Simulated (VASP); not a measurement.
Sb, 1 atom in the cell. The structure is cubic, space group Im-3m (No. 229). The conventional cell has a = 3.810 Å, b = 3.810 Å, c = 3.810 Å, α = 90.00°, β = 90.00°, γ = 90.00°. Sb (site symmetry m-3m) has 14 Sb at 3.30 to 3.81 Å within 4.3 Å. This isn't the form of Sb at room conditions, which is rhombohedral.

```yaml
Program: VASP 6.6.1
Task: single point
Functional: r2SCAN
Potentials_or_basis: VASP PAW PBE potentials, release 64 (Sb)
Cutoff: 550 eV
k_mesh: 5 × 5 × 5, shifted
Occupations: fermi-dirac, width 0.1 eV
Spin: no spin polarisation
Dipole_correction: no
Further_INCAR_settings: ALGO = Normal; EDIFF = 1e-06; NBANDS = 8
```

Potentials or basis: VASP PAW PBE potentials, release 64 (Sb).

Command:

```bash
$ cat potpaw_PBE.64/Sb/POTCAR > POTCAR
$ cp INCAR.step1 INCAR
$ mpirun -np 1 vasp_std > vasp.out
$ cp INCAR.step2 INCAR
$ mpirun -np 1 vasp_std > vasp.out
```

Hardware: 1 thread of Intel Xeon 8259CL (shared host).

Problem. Estimate the wall time of this run.

Solution. It took 43 s on 1 thread of Intel Xeon 8259CL (shared host), peak memory 0.16 GiB. Counts: k points 10.
